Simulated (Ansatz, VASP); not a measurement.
## KF: VASP beside Ansatz

Contents of INCAR:

```
PREC = Accurate
ENCUT = 520
EDIFF = 1E-7
ISMEAR = -1
SIGMA = 0.02
LREAL = F
LASPH = T
NELM = 60
ALGO = Normal
ISIF = 2
LWAVE = F
LCHARG = F
GGA = PE
NBANDS = 15
```

The input KPOINTS:

```
regular mesh
0
Gamma
  8 8 8
```

The input POSCAR:

```
KF
1.0
    0.0000000000      2.8837383639      2.9354014290
    2.8837383639      0.0000000000      2.9354014290
    2.8837383639      2.8837383639      0.0000000000
K F
1 1
Direct
    0.0000000000      0.0000000000      0.0000000000
    0.2500000000      0.2500000000      0.2500000000
```

Input for Ansatz:

```yaml
crystal:
  lattice:
    - [0.0, 2.8837383639, 2.935401429]
    - [2.8837383639, 0.0, 2.935401429]
    - [2.8837383639, 2.8837383639, 0.0]
  atoms:
    - { symbol: K, position: [0.0, 0.0, 0.0] }
    - { symbol: F, position: [0.25, 0.25, 0.25] }
kpoints:
  mp_grid: { grid: [8, 8, 8] }
  band_path:
    path:
      - [0.0, 0.0, 0.0]
      - [-0.5, -0.5, 0.0]
      - [-0.375, -0.375, 0.25]
      - [-0.375, 0.0, 0.375]
      - [0.0, 0.0, 0.5]
      - [-0.5, -0.25, 0.25]
      - [0.270833, -0.5, -0.229167]
    npoints: 1
hamiltonian:
  xc: pbe
scf:
  occupations: { method: fermi_dirac, width: 0.02 }
  n_extra_bands: 4
output:
  forces: true
  stress: true
  eigenvalues: true
  write_density: true
  write_potential: true
  elf: true
  volumetric_format: npy
```

Change from the starting cell: biaxial_xy strain -1.8%.

Alike in both runs: task single point; functional PBE; k mesh 8 × 8 × 8; occupations fermi-dirac, width 0.02 eV; no spin polarisation.

|  | VASP | Ansatz |
| --- | --- | --- |
| version | VASP 6.6.1 | Ansatz 0.2.0 |
| potentials or method | VASP PAW PBE potentials, release 64 (K_sv, F) | plane waves, PAW |
| plane-wave cutoff (eV) | 520 | 420 |
| valence electrons in the cell | 16 | 16 |

```csv
,VASP,Ansatz,Ansatz less VASP
gap on the k mesh at the Fermi level (eV),5.25,5.26,+0.011
pressure (GPa),1.9,1.8,-0.06
```

With one functional, cell and mesh, what is left measures potentials, basis and numerics.
